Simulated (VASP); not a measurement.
Runs of VASP 6.6.1 on Zr. The structure is that of space group P6_3/mmc (No. 194), or close to it. The cells are those of the table. 

```tsv
task	cell	k mesh	cutoff (eV)	gap on the mesh (eV)	pressure (GPa)	relaxed volume (Å³/atom)
single point	a = 3.232, b = 3.232, c = 5.172 Å, angles 90.0, 90.0, 120.0°, 2 atoms	15 × 15 × 8	520	none	0.0	-
relaxation of cell and atoms	relaxed from a = 3.222, b = 3.222, c = 5.195 Å, angles 90.0, 90.0, 120.0°, 2 atoms	15 × 15 × 8	600	none	0.0	23.39
relaxation of cell and atoms	relaxed from a = 3.451, b = 3.451, c = 5.355 Å, angles 90.0, 90.0, 120.0°, 2 atoms	6 × 6 × 4	600	none	0.1	(a)
single point	a = 3.222, b = 3.222, c = 5.195 Å, angles 90.0, 90.0, 120.0°, 2 atoms	6 × 6 × 4	520	none	0.0	-
```

Alike in all rows: level PBE; potentials or basis VASP PAW PBE potentials, release 64 (Zr_sv); no spin polarisation; smearing gaussian 0.1 eV.

Q: Estimate the missing entries.

A: (a) 23.34.

Caveats: some runs use coarse meshes; the volume moved by over 15 % at a fixed basis, so the end points are rough (at least some runs).

A k mesh can miss the band edges, and the runs leave out spin-orbit coupling on Zr.

A gap of «none» marks levels without a gap at the run's occupations.
